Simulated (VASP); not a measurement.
Input of a VASP 6.6.1 run:

The input INCAR:

```
SYSTEM = InAs
PREC = Accurate ; ENCUT = 400
EDIFF = 1E-6 ; ISMEAR = -1
SIGMA = 0.05 ; LREAL = .False.
LASPH = .True. ; NELM = 120
ALGO = Normal ; ISIF = 2
LWAVE = .False. ; LCHARG = .True.
GGA = PE ; LELF = .True.
LVHAR = .True. ; NBANDS = 86
GGA_COMPAT = .False. ; NELMDL = -8
```

KPOINTS

```
Automatic mesh
0
Gamma
  2 2 1
  0 0 0
```

File POSCAR:

```
InAs
1.0
    8.5361930000      0.0000000000      0.0000000000
    0.0000000000      6.0360000000      0.0000000000
    0.0000000000      0.0000000000     19.4021450000
In As
8 8
Direct
    0.0000000000      0.0000000000      0.0515406931
    0.6350371881      0.7651424785      0.1744188594
    0.1579509742      0.8520543406      0.1953598429
    0.5000004100      0.0000000000      0.0515406931
    0.5557981175      0.1774353877      0.2302374299
    0.1237319728      0.3097912525      0.4154540645
    0.7470191923      0.3799867462      0.4050222282
   -0.1366182794      0.4585818423      0.2473953267
    0.1033481787      0.2934559311      0.1284136367
    0.2499943476      0.7500000000      0.0515406931
    0.7499947576      0.7500000000      0.0515406931
    0.4047940341      0.3805831677      0.1097559059
    0.4864229288      0.0963552021      0.3624238454
    0.7009565037      0.8044068920      0.3404159695
    0.1611256915      0.8660371107      0.3473224223
   -0.0810548684      0.0568257124      0.3184854046
```

Potentials or basis: VASP PAW PBE potentials, release 64 (In_d, As).

Command:

```console
$ cat potpaw_PBE.64/In_d/POTCAR potpaw_PBE.64/As/POTCAR > POTCAR
$ mpirun -np 1 vasp_std > vasp.out
```

Question: Predict the band gap on the k mesh.

Answer: Zero (bands 72 and 73 overlap by 0.22 eV).

Question: Estimate the largest force.

Answer: 2.051 eV/Å.

Forces in eV/Å, atoms in the order of the input:
```
In  -0.821 -0.517 -0.829
In  -0.227 -0.892  1.005
In   0.390  0.183  0.085
In  -0.369  0.565 -0.450
In  -0.263  0.868 -0.266
In   0.205  0.297  0.094
In  -0.281 -0.090  0.534
In   0.561  0.030 -0.685
As   0.814  1.255  1.404
As   0.573 -0.961  0.099
As   0.382 -0.364 -0.889
As  -0.833  0.143  0.295
As   0.130 -0.098  0.278
As  -0.512  0.290  0.088
As   0.440 -0.249 -0.627
As  -0.189 -0.461 -0.135
```

Caveat: the k points lie up to 0.52 Å⁻¹ apart; the atoms stand as in a frame of molecular dynamics; there is no dipole correction, which matters where the two faces differ; spin-orbit coupling is left out, which moves the levels of the heavy elements.
